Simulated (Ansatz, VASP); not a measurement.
# FePt: VASP beside Ansatz

The input INCAR:

```
SYSTEM = FePt
PREC = Accurate
ENCUT = 520
EDIFF = 1E-6
ISMEAR = -1
SIGMA = 0.05
LREAL = .FALSE.
LASPH = .TRUE.
NELM = 150
ALGO = Fast
ISIF = 2
LWAVE = .FALSE.
LCHARG = .TRUE.
ISPIN = 2
MAGMOM = 0 3
LORBIT = 11
LMAXMIX = 4
GGA = RP
LELF = .TRUE.
LVHAR = .TRUE.
NBANDS = 20
```

The input KPOINTS:

```
Automatic mesh
0
G
  10 10 7
  0 0 0
```

POSCAR

```
FePt
1.0
    2.7235000000      0.0000000000      0.0000000000
    0.0000000000      2.7235000000      0.0000000000
    0.0000000000      0.0000000000      3.7200000000
Pt Fe
1 1
Direct
    0.5000000000      0.5000000000      0.5000000000
    0.0000000000      0.0000000000      0.0000000000
```

File input.yaml:

```yaml
crystal:
  lattice:
    - [2.7235, 0.0, 0.0]
    - [0.0, 2.7235, 0.0]
    - [0.0, 0.0, 3.72]
  atoms:
    - { symbol: Pt, position: [0.5, 0.5, 0.5] }
    - { symbol: Fe, position: [0.0, 0.0, 0.0], spin: 3.0 }
kpoints:
  mp_grid: { grid: [10, 10, 7] }
  band_path:
    path:
      - [0.0, 0.0, 0.0]
      - [0.0, 0.5, 0.0]
      - [0.5, 0.5, 0.0]
      - [0.0, 0.0, 0.0]
      - [0.0, 0.0, 0.5]
      - [0.0, 0.5, 0.5]
      - [0.5, 0.5, 0.5]
      - [0.0, 0.0, 0.5]
    npoints: 10
scf:
  occupations: { method: fermi_dirac, width: 0.05 }
hamiltonian:
  xc: rpbe
  pseudopotentials: { kind: all_electron, lapw: { basis_error: 0.001 } }
magnetization:
  spin_polarized: true
output:
  forces: true
  stress: true
  eigenvalues: true
```

Alike in both runs: functional RPBE; k mesh 10 × 10 × 7; occupations fermi-dirac, width 0.05 eV; collinear spin.

```csv
,VASP,Ansatz
version,VASP 6.6.1,Ansatz 0.2.0
potentials or method,"VASP PAW PBE potentials, release 64 (Pt, Fe), cutoff 520 eV","all-electron LAPW, scalar-relativistic"
task,single point,band structure
```

Ansatz gave:

```
gap on the k mesh at the Fermi level (eV)                     : none
pressure (GPa)                                                : 8.4
traceless stress, the component that is largest in VASP (GPa) : 0.20
net moment per atom (μB)                                      : 1.66
size of the moment on the site where the two differ most (μB) : 3.00
```

Question: Which values does VASP return?

Answer: gap on the k mesh at the Fermi level (eV): none; pressure (GPa): 7.8; traceless stress, the component that is largest in VASP (GPa): 0.28; net moment per atom (μB): 1.65; size of the moment on the site where the two differ most (μB): 2.95.

VASP's potentials were made for PBE, not for RPBE. Site moments also hang on the region over which each program counts them. A gap of «none» marks a metal or a gap that the smearing closes. Ansatz ran all-electron here, and VASP with PAW potentials.

Neither program's run includes spin-orbit coupling.
